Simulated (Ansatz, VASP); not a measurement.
**One calculation of MnCoC4N4, two programs**

```
CELL_PARAMETERS angstrom
5.96557 0.00000 0.00000
0.00000 5.96557 0.00000
0.00000 0.00000 5.96557
ATOMIC_POSITIONS crystal
Mn 0.00000 0.00000 0.00000
Co 0.50000 0.50000 0.50000
C 0.20100 0.20100 0.20100
C 0.20100 0.79900 0.79900
C 0.79900 0.20100 0.79900
C 0.79900 0.79900 0.20100
N 0.31416 0.31416 0.31416
N 0.31416 0.68584 0.68584
N 0.68584 0.31416 0.68584
N 0.68584 0.68584 0.31416
```

Alike in both runs: functional PBE; k mesh 4 × 4 × 4; occupations gaussian, width 0.1 eV; collinear spin.

Ansatz relaxed the structure, and its values are those at the end. VASP's run is a single point on that final structure, the one shown.

|  | VASP | Ansatz |
| --- | --- | --- |
| version | VASP 6.6.1 | Ansatz 0.2.0 |
| potentials or method | VASP PAW PBE potentials, release 64 (Mn_pv, Co, C, N), cutoff 600 eV | scalar-relativistic, plane waves, PAW |
| valence electrons in the cell | 58 | 68 |

Ansatz gave:

| Item | Value |
| --- | --- |
| pressure (GPa) | 0.1 |
| rms of the force components (eV/Å) | 0.013 |
| net moment per atom (μB) | 0.80 |
| size of the moment on the site where the two differ most (μB) | 2.34 |

Task: Estimate VASP's values.

Result: Pressure (GPa): -1.1; rms of the force components (eV/Å): 0.638; net moment per atom (μB): 0.48; size of the moment on the site where the two differ most (μB): 0.16.

The net moments are unlike, so the other rows may belong to different states. Site moments also hang on the region over which each program counts them. VASP's potentials hold 58 valence electrons a cell and Ansatz's 68, so a difference there can come from the potentials and not from the codes.

Noted on VASP's run: the standard files for N, O and F lose accuracy on very short bonds.
